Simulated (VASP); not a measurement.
# Zn2GeO3 (R-3m) in VASP: notebook

Zn2GeO3 is run at these levels: PBE; tasks: single point, relaxation of cell and atoms.

Everything below comes from runs of VASP 6.6.1. Logs are shortened: lines on timing, memory, paths and dates and some standing lists are left out, and cuts for length are marked.

### Step 1. The cell of the first run

It takes space group R-3m (No. 166, trigonal). Conventional cell: a = 5.610 Å, b = 5.610 Å, c = 7.617 Å, α = 90.00°, β = 90.00°, γ = 120.00°. Within 2.8 Å of Zn (site symmetry 3m) lie 3 O at 2.14 Å and 1 Zn at 2.28 Å and 1 Ge at 2.67 Å. Ge (site symmetry -3m) has 6 O at 2.06 Å and 2 Zn at 2.67 Å within 2.7 Å. O (site symmetry 2/m) has 2 Ge at 2.06 Å and 6 Zn at 2.14 to 3.03 Å and 8 O at 2.80 to 3.01 Å within 3.1 Å.

The cell was generated, and may not be a known phase.

### Step 2. Single point, PBE

File INCAR:

```
ALGO = Normal
EDIFF = 1E-6
ENCUT = 520
GGA = PE
ISIF = 2
ISMEAR = 0
LASPH = T
LCHARG = F
LREAL = F
LWAVE = F
NBANDS = 37
NELM = 80
PREC = Accurate
SIGMA = 0.1
```

File KPOINTS:

```
k-points
0
Gamma
  6 6 6
```

File POSCAR:

```
Zn2GeO3
1.0
    2.8048266841      1.6193674411      2.5389954400
   -2.8048266841      1.6193674411      2.5389954400
    0.0000000000     -3.2387348822      2.5389954400
Zn Ge O
2 1 3
Direct
    0.6495731371      0.6495731371      0.6495731371
    0.3504268629      0.3504268629      0.3504268629
    0.0000000000      0.0000000000      0.0000000000
    0.5000000000      0.0000000000      0.0000000000
    0.0000000000      0.5000000000      0.0000000000
    0.0000000000      0.0000000000      0.5000000000
```

Potentials or basis: VASP PAW PBE potentials, release 64 (Zn, Ge_d, O).

The run is started by

```console
$ cat potpaw_PBE.64/Zn/POTCAR potpaw_PBE.64/Ge_d/POTCAR potpaw_PBE.64/O/POTCAR > POTCAR
$ mpirun -np 1 vasp_std > vasp.out
```

OUTCAR:

```text
EDIFF = 1E-6
   ENCUT = 520
   GGA = PE
   ISIF = 2
   ISMEAR = 0
   LASPH = T
   LREAL = F
   NELM = 80
   PREC = Accurate

 ion  position               nearest neighbor table
   1  0.650  0.650  0.650-   4 2.14   5 2.14   6 2.14   2 2.28   3 2.67
   2  0.350  0.350  0.350-   4 2.14   5 2.14   6 2.14   1 2.28   3 2.67
   3  0.000  0.000  0.000-   4 2.06   5 2.06   5 2.06   4 2.06   6 2.06   6 2.06   1 2.67   2 2.67

   4  0.500  0.000  0.000-   3 2.06   3 2.06   1 2.14   2 2.14
   5  0.000  0.500  0.000-   3 2.06   3 2.06   1 2.14   2 2.14
   6  0.000  0.000  0.500-   3 2.06   3 2.06   1 2.14   2 2.14

  LATTYP: Found a trigonal (rhomboedric) cell.
 ALAT       =     4.1153251975
 COS(alpha) =     0.0709614441

  Lattice vectors:

 A1 = (   2.8048266841,   1.6193674411,   2.5389954400)
 A2 = (  -2.8048266841,   1.6193674411,   2.5389954400)
 A3 = (   0.0000000000,  -3.2387348822,   2.5389954400)

Analysis of symmetry for initial positions (statically):
=====================================================================
 Subroutine PRICEL returns:
 Original cell was already a primitive cell.

 Routine SETGRP: Setting up the symmetry group for a
 trigonal (rhombohedral) supercell.

 Subroutine GETGRP returns: Found 12 space group operations
 (whereof 12 operations were pure point group operations)
 out of a pool of 12 trial point group operations.

The static configuration has the point symmetry D_3d.

Analysis of symmetry for dynamics (positions and initial velocities):
=====================================================================
 Subroutine PRICEL returns:
 Original cell was already a primitive cell.

 Routine SETGRP: Setting up the symmetry group for a
 trigonal (rhombohedral) supercell.

 Subroutine GETGRP returns: Found 12 space group operations
 (whereof 12 operations were pure point group operations)
 out of a pool of 12 trial point group operations.

The dynamic configuration has the point symmetry D_3d.

 Subroutine INISYM returns: Found 12 space group operations
 (whereof 12 operations are pure point group operations),
 and found     1 'primitive' translations

----------------------------------------------------------------------------------------

                                     Primitive cell

  volume of cell :      69.1934

  direct lattice vectors                    reciprocal lattice vectors
     2.804826684  1.619367441  2.538995440     0.178264134  0.102920846  0.131285519
    -2.804826684  1.619367441  2.538995440    -0.178264134  0.102920846  0.131285519
     0.000000000 -3.238734882  2.538995440     0.000000000 -0.205841692  0.131285519

  length of vectors
     4.115325198  4.115325198  4.115325198     0.244144812  0.244144812  0.244144812

  position of ions in fractional coordinates (direct lattice)
     0.649573137  0.649573137  0.649573137
     0.350426863  0.350426863  0.350426863
     0.000000000  0.000000000  0.000000000
     0.500000000  0.000000000  0.000000000
     0.000000000  0.500000000  0.000000000
     0.000000000  0.000000000  0.500000000

  ion indices of the primitive-cell ions
   primitive index   ion index
                 1           1
                 2           2
                 3           3
                 4           4
                 5           5
                 6           6

----------------------------------------------------------------------------------------

 KPOINTS: k-points

Automatic generation of k-mesh.
 Grid dimensions read from file:
 generate k-points for:    6    6    6

 Generating k-lattice:

  Cartesian coordinates                     Fractional coordinates (reciprocal lattice)
     0.029710689  0.017153474  0.021880920     0.166666667 -0.000000000 -0.000000000
    -0.029710689  0.017153474  0.021880920    -0.000000000  0.166666667 -0.000000000
     0.000000000 -0.034306949  0.021880920    -0.000000000 -0.000000000  0.166666667

  Length of vectors
     0.040690802  0.040690802  0.040690802

  Shift w.r.t. Gamma in fractional coordinates (k-lattice)
[... 45 lines left out ...]

 number of electron      56.0000056 magnetization

 Free energy of the ion-electron system (eV)
  ---------------------------------------------------
  ext. energy  EPLUGINS =         0.00000000
  ---------------------------------------------------
  free energy    TOTEN  =       -26.31344241 eV

  energy without entropy =      -26.29869898  energy(sigma->0) =      -26.30607069

 E-fermi :   4.0999     XC(G=0): -11.5488

 val. band max:        4.0784694686   @ k =   0.5000   0.1667   0.1667
 cond. band min:       4.1181758796   @ k =  -0.3333   0.1667   0.0000
 fundamental gap:      0.0397064109
 Fermi energy:         4.0999036453

 k-point     1 :       0.0000    0.0000    0.0000
  band No.  band energies     occupation
      1     -21.6924      2.00000
      2     -21.6924      2.00000
      3     -21.5907      2.00000
      4     -21.5637      2.00000
      5     -21.5637      2.00000
      6     -16.1031      2.00000
[... 29 lines left out ...]
     36      14.6933      0.00000
     37      14.6936      0.00000

 k-point     2 :       0.1667    0.0000   -0.0000
  band No.  band energies     occupation
      1     -21.6923      2.00000
      2     -21.6815      2.00000
      3     -21.5910      2.00000
      4     -21.5643      2.00000
      5     -21.5638      2.00000
      6     -15.9970      2.00000
[... 29 lines left out ...]
     36      13.4367      0.00000
     37      13.6444      0.00000

 k-point     3 :       0.3333   -0.0000   -0.0000
  band No.  band energies     occupation
      1     -21.6922      2.00000
      2     -21.6600      2.00000
      3     -21.5916      2.00000
      4     -21.5655      2.00000
      5     -21.5642      2.00000
      6     -15.7083      2.00000
[... 29 lines left out ...]
     36      13.0359      0.00000
     37      13.2049      0.00000
[... 761 lines left out ...]
 k-point    23 :       0.5000    0.5000    0.1667
  band No.  band energies     occupation
      1     -21.6597      2.00000
      2     -21.6237      2.00000
      3     -21.5941      2.00000
      4     -21.5680      2.00000
      5     -21.5667      2.00000
      6     -14.8660      2.00000
[... 29 lines left out ...]
     36      13.8070      0.00000
     37      14.2834      0.00000

 k-point    24 :      -0.3333    0.5000    0.1667
  band No.  band energies     occupation
      1     -21.6631      2.00000
      2     -21.6320      2.00000
      3     -21.5937      2.00000
      4     -21.5675      2.00000
      5     -21.5663      2.00000
      6     -14.9930      2.00000
[... 29 lines left out ...]
     36      13.4978      0.00000
     37      14.3526      0.00000

 [... further k-points ...]

------------------------ aborting loop because EDIFF is reached ----------------------------------------

  FORCE on cell =-STRESS in cart. coord.  units (eV):
  Direction    XX          YY          ZZ          XY          YZ          ZX
  --------------------------------------------------------------------------------------
  -------------------------------------------------------------------------------------
  Total        0.2880121      0.2880121      0.3860223      0.0000000     -0.0000000     -0.0000000
  in kB        6.6689374      6.6689374      8.9383710      0.0000000     -0.0000000     -0.0000000
  external PRESSURE =       7.4254153 kB  Pullay stress =       0.0000000 kB

 VOLUME and BASIS-vectors are now :
 -----------------------------------------------------------------------------
  energy-cutoff  :      520.00
  volume of cell :       69.19
      direct lattice vectors                 reciprocal lattice vectors
     2.804826684  1.619367441  2.538995440     0.178264134  0.102920846  0.131285519
    -2.804826684  1.619367441  2.538995440    -0.178264134  0.102920846  0.131285519
     0.000000000 -3.238734882  2.538995440     0.000000000 -0.205841692  0.131285519

 POSITION                                       TOTAL-FORCE (eV/Angst)
 -----------------------------------------------------------------------------------
      0.00000      0.00000      4.94779         0.000000     -0.000000     -0.025746
      0.00000      0.00000      2.66920         0.000000      0.000000      0.025746
      0.00000      0.00000      0.00000         0.000000      0.000000      0.000000
      1.40241      0.80968      1.26950         0.000000     -0.000000     -0.000000
     -1.40241      0.80968      1.26950         0.000000      0.000000      0.000000
      0.00000     -1.61937      1.26950        -0.000000     -0.000000     -0.000000
 -----------------------------------------------------------------------------------
    total drift:                                0.000000     -0.000000      0.000000

  FREE ENERGIE OF THE ION-ELECTRON SYSTEM (eV)
  ---------------------------------------------------
  free  energy   TOTEN  =       -26.3134424097 eV

  energy  without entropy=      -26.2986989757  energy(sigma->0) =      -26.30607069
```

Run time: 30 s. Hardware: 1 thread of Intel Xeon 6975P-C (Granite Rapids), shared host; peak memory 0.22 GiB.

Results:

```yaml
Free_energy: -26.3134 eV
Pressure: 0.7 GPa
Largest_force: 0.026 eV/Å
Band_gap_on_the_k_mesh: zero (bands 28 and 29 overlap by 2.55 eV)
```

Forces on the atoms (eV/Å):
```
Zn   0.000  0.000 -0.026
Zn   0.000  0.000  0.026
Ge   0.000  0.000  0.000
O    0.000  0.000  0.000
O    0.000  0.000  0.000
O    0.000  0.000  0.000
```

Stress tensor (GPa, compression positive):
```
0.67 0.00 0.00
0.00 0.67 0.00
0.00 0.00 0.89
```

Levels at points of the mesh, in eV from the Fermi level:
| k point | band 25 | band 26 | band 27 | band 28 | band 29 | band 30 | band 31 | band 32 |
| --- | --- | --- | --- | --- | --- | --- | --- | --- |
| (0.00, 0.00, 0.00) | -2.76 | -2.76 | -2.62 | -2.62 | -2.34 | 5.52 | 5.52 | 6.78 |
| (0.50, 0.00, 0.00) | -3.14 | -2.95 | -2.26 | 0.04 | 0.68 | 2.40 | 5.96 | 6.78 |
| (0.50, 0.50, 0.00) | -3.43 | -2.93 | -1.93 | 0.22 | 2.79 | 3.76 | 4.12 | 5.73 |
| (0.50, 0.50, 0.50) | -1.87 | -1.87 | -1.69 | -1.63 | 3.40 | 3.62 | 3.62 | 4.65 |

### Step 3. Single point, PBE

This run uses another cell than the first one, of 13.01 Å³/atom.

File INCAR:

```
SYSTEM = Zn2GeO3
PREC = Accurate
ENCUT = 520
EDIFF = 1E-6
ISMEAR = 0
SIGMA = 0.1
LREAL = .False.
LASPH = .True.
NELM = 60
ALGO = Normal
ISIF = 2
LWAVE = .False.
LCHARG = .False.
GGA = PE
NBANDS = 37
```

File KPOINTS:

```
regular mesh
0
Gamma
  6 6 6
  0 0 0
```

File POSCAR:

```
Zn2GeO3
1.0
    2.3928064800      1.3814874700      3.9353968800
   -2.3928064800      1.3814874700      3.9353968800
    0.0000000000     -2.7629749400      3.9353968800
Zn Ge O
2 1 3
Direct
    0.6223710200      0.6223710200      0.6223710200
    0.3776289800      0.3776289800      0.3776289800
    0.0000000000      0.0000000000      0.0000000000
    0.5000000000      0.0000000000      0.0000000000
    0.0000000000      0.5000000000      0.0000000000
    0.0000000000      0.0000000000      0.5000000000
```

Potentials or basis: VASP PAW PBE potentials, release 64 (Zn, Ge_d, O).

The run is started by

```console
$ cat potpaw_PBE.64/Zn/POTCAR potpaw_PBE.64/Ge_d/POTCAR potpaw_PBE.64/O/POTCAR > POTCAR
$ mpirun -np 1 vasp_std > vasp.out
```

It took 45 s on 1 thread of Intel Xeon 6975P-C (Granite Rapids), shared host; peak memory 0.24 GiB.

The run converged. Its results:

```yaml
Free_energy: -18.5498 eV
Pressure: -5.8 GPa
Largest_force: 0.372 eV/Å
Band_gap_on_the_k_mesh: zero (bands 28 and 29 overlap by 0.74 eV)
```

Forces in eV/Å, atoms in the order of the input:
```
Zn   0.000  0.000 -0.372
Zn   0.000  0.000  0.372
Ge   0.000  0.000  0.000
O    0.000  0.000  0.000
O    0.000  0.000  0.000
O    0.000  0.000  0.000
```

Stress tensor (GPa, compression positive):
```
 -0.78   0.00   0.00
  0.00  -0.78   0.00
  0.00   0.00 -15.94
```

Levels at points of the mesh, in eV from the Fermi level:
| k point | band 25 | band 26 | band 27 | band 28 | band 29 | band 30 | band 31 | band 32 |
| --- | --- | --- | --- | --- | --- | --- | --- | --- |
| (0.00, 0.00, 0.00) | -2.68 | -1.73 | -0.16 | 0.37 | 0.37 | 2.63 | 2.63 | 2.84 |
| (0.50, 0.00, 0.00) | -2.21 | -1.67 | -1.65 | -0.64 | -0.06 | 0.29 | 1.90 | 3.71 |
| (0.50, 0.50, 0.00) | -2.24 | -1.63 | -0.67 | -0.67 | 0.31 | 0.38 | 0.76 | 4.59 |
| (0.50, 0.50, 0.50) | -0.87 | -0.14 | -0.13 | 0.41 | 0.41 | 0.65 | 0.65 | 0.84 |

Caveat: the stress differs along the axes, from -16 to -1 GPa.

### Step 4. Relaxation of cell and atoms, PBE

This run uses another cell than the first one, of 13.01 Å³/atom.

File INCAR:

```
PREC     = Accurate       # precision mode
ENCUT    = 600            # plane-wave cutoff, eV
EDIFF    = 1E-6           # SCF threshold, eV
ISMEAR   = 0              # smearing method
SIGMA    = 0.1            # smearing width, eV
LREAL    = False          # projectors in reciprocal space
LASPH    = True           # aspherical terms in the spheres
NELM     = 100            # most SCF steps
ALGO     = Normal         # electronic algorithm
ISIF     = 3              # what is computed and relaxed
LWAVE    = False          # write WAVECAR
LCHARG   = False          # write CHGCAR
GGA      = PE             # functional
IBRION   = 2              # ionic algorithm
NSW      = 90             # ionic steps
EDIFFG   = -0.04          # ionic threshold
```

File KPOINTS:

```
regular mesh
0
Gamma
  6 6 6
```

POSCAR is that of step 3.

The run is started by

```console
$ cat potpaw_PBE.64/Zn/POTCAR potpaw_PBE.64/Ge_d/POTCAR potpaw_PBE.64/O/POTCAR > POTCAR
$ mpirun -np 1 vasp_std > vasp.out
```

Run time: 20 min. Hardware: 1 thread of Intel Xeon 6975P-C (Granite Rapids), shared host; peak memory 0.32 GiB.

It converged, with:

| Item | Value |
| --- | --- |
| Free energy | -26.3032 eV |
| Relaxed volume | 11.56 Å³/atom |
| Relaxed cell | a = 4.119 Å, b = 4.119 Å, c = 4.119 Å, α = 85.89°, β = 85.89°, γ = 85.89° |
| Space group after relaxing (to 0.1 Å) | R-3m (No. 166) |
| Pressure after relaxing | -0.1 GPa |
| Largest force after relaxing | 0.034 eV/Å |
| Band gap on the k mesh | zero (bands 28 and 29 overlap by 2.54 eV) |

Forces on the atoms (eV/Å):
```
Zn   0.000  0.000 -0.034
Zn   0.000  0.000  0.034
Ge   0.000  0.000  0.000
O    0.000  0.000  0.000
O    0.000  0.000  0.000
O    0.000  0.000  0.000
```

Stress tensor (GPa, compression positive):
```
-0.32  0.00  0.00
 0.00 -0.32  0.00
 0.00  0.00  0.31
```

Final structure:
```yaml
crystal:
  lattice:
    - [2.80630, 1.62022, 2.54316]
    - [-2.80630, 1.62022, 2.54316]
    - [0.00000, -3.24044, 2.54316]
  atoms:
    - { symbol: Zn, position: [0.64971, 0.64971, 0.64971] }
    - { symbol: Zn, position: [0.35029, 0.35029, 0.35029] }
    - { symbol: Ge, position: [0.00000, 0.00000, 0.00000] }
    - { symbol: O, position: [0.50000, 0.00000, 0.00000] }
    - { symbol: O, position: [0.00000, 0.50000, 0.00000] }
    - { symbol: O, position: [0.00000, 0.00000, 0.50000] }
```

Levels at points of the mesh, in eV from the Fermi level:
| k point | band 24 | band 25 | band 26 | band 27 | band 28 | band 29 | band 30 | band 31 | band 32 | band 33 |
| --- | --- | --- | --- | --- | --- | --- | --- | --- | --- | --- |
| (0.00, 0.00, 0.00) | -2.97 | -2.75 | -2.75 | -2.60 | -2.60 | -2.32 | 5.51 | 5.51 | 6.78 | 7.56 |
| (0.50, 0.00, 0.00) | -3.14 | -3.13 | -2.94 | -2.24 | 0.04 | 0.67 | 2.39 | 5.94 | 6.77 | 7.31 |
| (0.50, 0.50, 0.00) | -3.49 | -3.42 | -2.92 | -1.92 | 0.22 | 2.77 | 3.75 | 4.11 | 5.72 | 5.94 |
| (0.50, 0.50, 0.50) | -3.44 | -1.87 | -1.87 | -1.68 | -1.62 | 3.40 | 3.61 | 3.61 | 4.63 | 5.63 |

### Step 5. Single point, PBE

This run uses another cell than the first one, of 11.57 Å³/atom.

File INCAR:

```
PREC = Accurate ; ENCUT = 520
EDIFF = 1E-6 ; ISMEAR = 0
SIGMA = 0.1 ; LREAL = F
LASPH = T ; NELM = 60
ALGO = Normal ; ISIF = 2
LWAVE = F ; LCHARG = T
GGA = PE ; LELF = T
LVHAR = T ; NBANDS = 37
```

File KPOINTS:

```
regular mesh
0
Gamma
  12 12 12
```

File POSCAR:

```
Zn2GeO3
1.0
    2.8069063329      1.6205681269      2.5428764533
   -2.8069063329      1.6205681269      2.5428764533
    0.0000000000     -3.2411362538      2.5428764533
Zn Ge O
2 1 3
Direct
    0.6501167116      0.6501167116      0.6501167116
    0.3498832884      0.3498832884      0.3498832884
    0.0000000000      0.0000000000      0.0000000000
    0.5000000000      0.0000000000      0.0000000000
    0.0000000000      0.5000000000      0.0000000000
    0.0000000000      0.0000000000      0.5000000000
```

The run is started by

```console
$ cat potpaw_PBE.64/Zn/POTCAR potpaw_PBE.64/Ge_d/POTCAR potpaw_PBE.64/O/POTCAR > POTCAR
$ mpirun -np 1 vasp_std > vasp.out
```

It took 3.3 min on 1 thread of Intel Xeon 6975P-C (Granite Rapids), shared host; peak memory 0.5 GiB.

The run converged. Its results:

```
Free energy            : -26.3278 eV
Pressure               : 0.5 GPa
Largest force          : 0.034 eV/Å
Band gap on the k mesh : zero (bands 28 and 29 overlap by 2.51 eV)
```

Forces on the atoms (eV/Å):
```
Zn   0.000  0.000 -0.034
Zn   0.000  0.000  0.034
Ge   0.000  0.000  0.000
O    0.000  0.000  0.000
O    0.000  0.000  0.000
O    0.000  0.000  0.000
```

Stress tensor (GPa, compression positive):
```
0.42 0.00 0.00
0.00 0.42 0.00
0.00 0.00 0.78
```

Levels at points of the mesh, in eV from the Fermi level:
```tsv
k point	band 25	band 26	band 27	band 28	band 29	band 30	band 31	band 32
(0.00, 0.00, 0.00)	-2.72	-2.72	-2.56	-2.56	-2.28	5.53	5.53	6.80
(0.50, 0.00, 0.00)	-3.09	-2.90	-2.21	0.06	0.72	2.41	5.99	6.79
(0.50, 0.50, 0.00)	-3.37	-2.89	-1.88	0.23	2.83	3.78	4.14	5.75
(0.50, 0.50, 0.50)	-1.83	-1.83	-1.64	-1.62	3.43	3.66	3.66	4.68
```

### Step 6. Overview

| task | cell | k mesh | cutoff (eV) | gap on the mesh (eV) | pressure (GPa) | largest force (eV/Å) |
| --- | --- | --- | --- | --- | --- | --- |
| single point | a = 4.115 Å, angles 85.9°, 6 atoms, atomic positions A | 6 × 6 × 6 | 520 | none | 0.7 | 0.03 |
| single point | a = 4.808 Å, angles 59.7°, 6 atoms, atomic positions B | 6 × 6 × 6 | 520 | none | -5.8 | 0.37 |
| relaxation of cell and atoms | relaxed from a = 4.808 Å, angles 59.7°, 6 atoms, atomic positions B | 6 × 6 × 6 | 600 | none | -0.1 | 0.03 |
| single point | a = 4.120 Å, angles 85.9°, 6 atoms, atomic positions C | 12 × 12 × 12 | 520 | none | 0.5 | 0.03 |

Alike in all rows: level PBE; potentials or basis VASP PAW PBE potentials, release 64 (Zn, Ge_d, O); no spin polarisation; smearing gaussian 0.1 eV.

Caveats: the stress differs along the axes, from -16 to -1 GPa (at least some runs).

Absolute energies hang on the potentials; compare differences alone.

The gap in the log of VASP goes by the Fermi energy; the results here count the filled bands.